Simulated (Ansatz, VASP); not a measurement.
## Two plane-wave programs on SiNi

The input INCAR:

```
ALGO = Normal ; EDIFF = 1E-6
ENCUT = 600 ; GGA = PS
GGA_COMPAT = False ; ISIF = 2
ISMEAR = 0 ; LASPH = True
LCHARG = False ; LREAL = False
LWAVE = False ; NBANDS = 22
NELM = 120 ; PREC = Accurate
SIGMA = 0.1
```

Contents of KPOINTS:

```
k-points
0
Gamma
  14 12 10
```

Contents of POSCAR:

```
SiNi
1.0
    3.0552835513      0.0000000000      0.0000000000
    0.0000000000      3.2583147497      0.0000000000
    0.0000000000      0.0000000000      4.7093899711
Si Ni
2 2
Direct
    0.5000000000      0.5000000000      0.8431827248
    0.0000000000      0.0000000000      0.1568172752
    0.5000000000      0.5000000000      0.3423059830
    0.0000000000      0.0000000000      0.6576940170
```

Input for Ansatz:

```yaml
crystal:
  lattice:
    - [3.0552835513, 0.0, 0.0]
    - [0.0, 3.2583147497, 0.0]
    - [0.0, 0.0, 4.7093899711]
  atoms:
    - { symbol: Si, position: [0.5, 0.5, 0.8431827248] }
    - { symbol: Si, position: [0.0, 0.0, 0.1568172752] }
    - { symbol: Ni, position: [0.5, 0.5, 0.342305983] }
    - { symbol: Ni, position: [0.0, 0.0, 0.657694017] }
basis:
  ecutwfc: 420
kpoints:
  mp_grid: { grid: [14, 12, 10] }
  band_path:
    path:
      - [[0.0, 0.0, 0.0], [0.5, 0.0, 0.0], [0.5, 0.5, 0.0], [0.0, 0.5, 0.0], [0.0, 0.0, 0.0], [0.0, 0.0, 0.5], [0.5, 0.0, 0.5], [0.5, 0.5, 0.5], [0.0, 0.5, 0.5], [0.0, 0.0, 0.5]]
      - [[0.5, 0.0, 0.0], [0.5, 0.0, 0.5]]
      - [[0.0, 0.5, 0.0], [0.0, 0.5, 0.5]]
      - [[0.5, 0.5, 0.0], [0.5, 0.5, 0.5]]
    npoints: 14
hamiltonian:
  xc: pbesol
scf:
  occupations: { method: gaussian, width: 0.1 }
  n_extra_bands: 10
output:
  forces: true
  stress: true
  eigenvalues: true
  populations: true
  dos: { projected: true, de: 0.02, nscf_kmesh: { grid: [21, 18, 15] } }
  bader: true
```

Alike in both runs: task single point; functional PBEsol; k mesh 14 × 12 × 10; occupations gaussian, width 0.1 eV; no spin polarisation.

```csv
,VASP,Ansatz
version,VASP 6.6.1,Ansatz 0.2.0
potentials or method,"VASP PAW PBE potentials, release 64 (Si, Ni), cutoff 600 eV","scalar-relativistic, plane waves, PAW"
valence electrons in the cell,28,44
```

VASP gave:

```
gap on the k mesh at the Fermi level (eV)                     : none
pressure (GPa)                                                : -5.9
traceless stress, the component that is largest in VASP (GPa) : -0.28
rms of the force components (eV/Å)                            : 0.045
```

Problem. Estimate Ansatz's values.

Solution. gap on the k mesh at the Fermi level (eV): none; pressure (GPa): -6.2; traceless stress, the component that is largest in VASP (GPa): -0.44; rms of the force components (eV/Å): 0.045.

VASP's potentials were made for PBE, not for PBEsol. Atom by atom the forces differ by 0.003 eV/Å (rms over components). A gap of «none» marks a metal or a gap that the smearing closes. With one functional, cell and mesh, what is left measures potentials, basis and numerics. VASP's potentials hold 28 valence electrons a cell and Ansatz's 44, so a difference there can come from the potentials and not from the codes.
